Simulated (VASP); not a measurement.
Write the native input for VASP 6.6.1 that does the following.

* Task: single point
* Functional: RPBE
* Dispersion: D4
* Potentials or basis: VASP PAW PBE potentials, release 64 (Ge_d)
* Cutoff: 520 eV
* k mesh: 8 × 8 × 8
* Occupations: fermi-dirac, width 0.05 eV
* Spin: no spin polarisation
* Dipole correction: no
* Further INCAR settings: ALGO = Normal; EDIFF = 1e-06; NBANDS = 21

The structure of Ge lies in POSCAR:

```
Ge
1.0
    0.0000000000      2.8363923887      2.8363923887
    2.8363923887      0.0000000000      2.8363923887
    2.8363923887      2.8363923887      0.0000000000
Ge
2
Direct
    0.7500000000      0.7500000000      0.7500000000
    0.5000000000      0.5000000000      0.5000000000
```

One way to write it, as run:

INCAR

```
SYSTEM = Ge
PREC = Accurate
ENCUT = 520
EDIFF = 1E-6
ISMEAR = -1
SIGMA = 0.05
LREAL = .FALSE.
LASPH = .TRUE.
NELM = 100
ALGO = Normal
ISIF = 2
LWAVE = .FALSE.
LCHARG = .TRUE.
GGA = RP
IVDW = 13
LELF = .TRUE.
LVHAR = .TRUE.
NBANDS = 21
```

KPOINTS

```
Automatic mesh
0
G
  8 8 8
  0 0 0
```

Potentials or basis: VASP PAW PBE potentials, release 64 (Ge_d).

Command:

```sh
$ cat potpaw_PBE.64/Ge_d/POTCAR > POTCAR
$ mpirun -np 1 vasp_std > vasp.out
```

Results of the run:

```
Pressure                   : -0.2 GPa
Band gap on the k mesh     : 0.08 eV, direct
Dispersion energy per atom : -0.602 eV
```

Caveat: the PAW data sets were made with another functional, which shifts forces and pressure a little.

Run time: 56 s on 1 thread of AMD EPYC 7R13, on a shared host, peak memory 0.14 GiB.
